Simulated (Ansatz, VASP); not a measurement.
# MgCd3Te4: VASP beside Ansatz

INCAR

```
PREC     = Accurate       # precision mode
ENCUT    = 520            # plane-wave cutoff, eV
EDIFF    = 1E-7           # SCF threshold, eV
ISMEAR   = 0              # smearing method
SIGMA    = 0.1            # smearing width, eV
LREAL    = F              # projectors in reciprocal space
LASPH    = T              # aspherical terms in the spheres
NELM     = 80             # most SCF steps
ALGO     = Normal         # electronic algorithm
ISIF     = 2              # what is computed and relaxed
LWAVE    = F              # write WAVECAR
LCHARG   = F              # write CHGCAR
GGA      = PE             # functional
NBANDS   = 41             # bands
```

KPOINTS

```
regular mesh
0
Gamma
  4 4 2
```

Contents of POSCAR:

```
MgCd3Te4
1.0
    4.3151379500      0.0000000000      0.0000000000
    0.0000000000      4.3151379500      0.0000000000
    0.0000000000      0.0000000000     12.2050532300
Mg Cd Te
1 3 4
Direct
    0.0000000000      0.0000000000      0.0000000000
    0.5000000000      0.5000000000      0.2500000000
    0.0000000000      0.0000000000      0.5000000000
    0.5000000000      0.5000000000      0.7500000000
    0.5000000000      0.0000000000      0.1250000000
    0.0000000000      0.5000000000      0.3750000000
    0.5000000000      0.0000000000      0.6250000000
    0.0000000000      0.5000000000      0.8750000000
```

Input for Ansatz:

```yaml
crystal:
  lattice:
    - [4.31513795, 0.0, 0.0]
    - [0.0, 4.31513795, 0.0]
    - [0.0, 0.0, 12.20505323]
  atoms:
    - { symbol: Mg, position: [0.0, 0.0, 0.0] }
    - { symbol: Cd, position: [0.5, 0.5, 0.25] }
    - { symbol: Cd, position: [0.0, 0.0, 0.5] }
    - { symbol: Cd, position: [0.5, 0.5, 0.75] }
    - { symbol: Te, position: [0.5, 0.0, 0.125] }
    - { symbol: Te, position: [0.0, 0.5, 0.375] }
    - { symbol: Te, position: [0.5, 0.0, 0.625] }
    - { symbol: Te, position: [0.0, 0.5, 0.875] }
basis:
  ecutwfc: 420
kpoints:
  mp_grid: { grid: [4, 4, 2] }
hamiltonian:
  xc: pbe
scf:
  occupations: { method: gaussian, width: 0.1 }
  lower_state_search: "off"
output:
  forces: true
  stress: true
  eigenvalues: true
```

Alike in both runs: task single point; functional PBE; k mesh 4 × 4 × 2; occupations gaussian, width 0.1 eV; no spin polarisation.

|  | VASP | Ansatz |
| --- | --- | --- |
| version | VASP 6.6.1 | Ansatz 0.2.0 |
| potentials or method | VASP PAW PBE potentials, release 64 (Mg, Cd, Te), cutoff 520 eV | scalar-relativistic, plane waves, PAW |
| valence electrons in the cell | 62 | 134 |

Ansatz gave:

| Property | Result |
| --- | --- |
| gap on the k mesh at the Fermi level (eV) | 1.71 |
| least direct gap on the mesh (eV) | 1.71 |
| pressure (GPa) | 14.0 |
| traceless stress, the component that is largest in VASP (GPa) | -0.27 |
| rms of the force components (eV/Å) | 0.198 |

**Question.** Estimate VASP's values.

**Answer.** gap on the k mesh at the Fermi level (eV): 1.72; least direct gap on the mesh (eV): 1.72; pressure (GPa): 14.2; traceless stress, the component that is largest in VASP (GPa): -0.27; rms of the force components (eV/Å): 0.206.

Atom by atom the forces differ by 0.008 eV/Å (rms over components). With one functional, cell and mesh, what is left measures potentials, basis and numerics. VASP's potentials hold 62 valence electrons a cell and Ansatz's 134, so a difference there can come from the potentials and not from the codes.

Spin-orbit coupling is off throughout.
